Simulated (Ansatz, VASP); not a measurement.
# One calculation of TiB2, two programs

INCAR

```
SYSTEM = TiB2
  ALGO = Normal
  EDIFF = 1E-7
  ENCUT = 520
  GGA = PE
  ISIF = 2
  ISMEAR = -1
  LASPH = .TRUE.
  LCHARG = .TRUE.
  LELF = .TRUE.
  LREAL = .FALSE.
  LVHAR = .TRUE.
  LWAVE = .FALSE.
  NBANDS = 16
  NELM = 100
  PREC = Accurate
  SIGMA = 0.08
```

KPOINTS

```
k-points
0
G
  15 15 13
  0 0 0
```

File POSCAR:

```
TiB2
1.0
    3.0291982016     -0.0302919820     -0.0302919820
   -1.5408327268      2.6385085867     -0.0110876350
   -0.0322840000     -0.0322840000      3.2284000000
Ti B
1 2
Direct
    0.0000000000      0.0000000000      0.0000000000
    0.3333333333      0.6666666667      0.5000000000
    0.6666666667      0.3333333333      0.5000000000
```

Input for Ansatz:

```yaml
crystal:
  lattice:
    - [3.0291982016, -0.030291982, -0.030291982]
    - [-1.5408327268, 2.6385085867, -0.011087635]
    - [-0.032284, -0.032284, 3.2284]
  atoms:
    - { symbol: Ti, position: [0.0, 0.0, 0.0] }
    - { symbol: B, position: [0.3333333333, 0.6666666667, 0.5] }
    - { symbol: B, position: [0.6666666667, 0.3333333333, 0.5] }
kpoints:
  mp_grid: { grid: [15, 15, 13] }
  band_path:
    path:
      - [0.0, 0.0, 0.0]
      - [0.0, 0.0, 0.5]
      - [-0.5, 0.5, 0.0]
      - [0.0, 0.0, 0.0]
      - [0.0, -0.5, 0.0]
      - [-0.5, 0.0, 0.5]
      - [0.0, 0.0, 0.0]
      - [-0.5, 0.0, 0.0]
      - [0.0, -0.5, 0.5]
    npoints: 5
scf:
  occupations: { method: fermi_dirac, width: 0.08 }
hamiltonian:
  xc: pbe
  pseudopotentials: { kind: all_electron, lapw: { basis_error: 0.001 } }
output:
  forces: true
  stress: true
  eigenvalues: true
```

Change from the starting cell: equal xy, yz and zx shear strains of -2 %.

Alike in both runs: task single point; functional PBE; k mesh 15 × 15 × 13; occupations fermi-dirac, width 0.08 eV; no spin polarisation.

|  | VASP | Ansatz |
| --- | --- | --- |
| version | VASP 6.6.1 | Ansatz 0.2.0 |
| potentials or method | VASP PAW PBE potentials, release 64 (Ti_sv, B), cutoff 520 eV | all-electron LAPW, scalar-relativistic |

```csv
,VASP,Ansatz,Ansatz less VASP
pressure (GPa),0.8,0.6,-0.17
"traceless stress, the component that is largest in VASP (GPa)",6.06,6.06,+0.001
rms of the force components (eV/Å),0.029,0.029,-0.0006
```

Atom by atom the forces differ by 0.001 eV/Å (rms over components). Ansatz ran all-electron here, and VASP with PAW potentials.
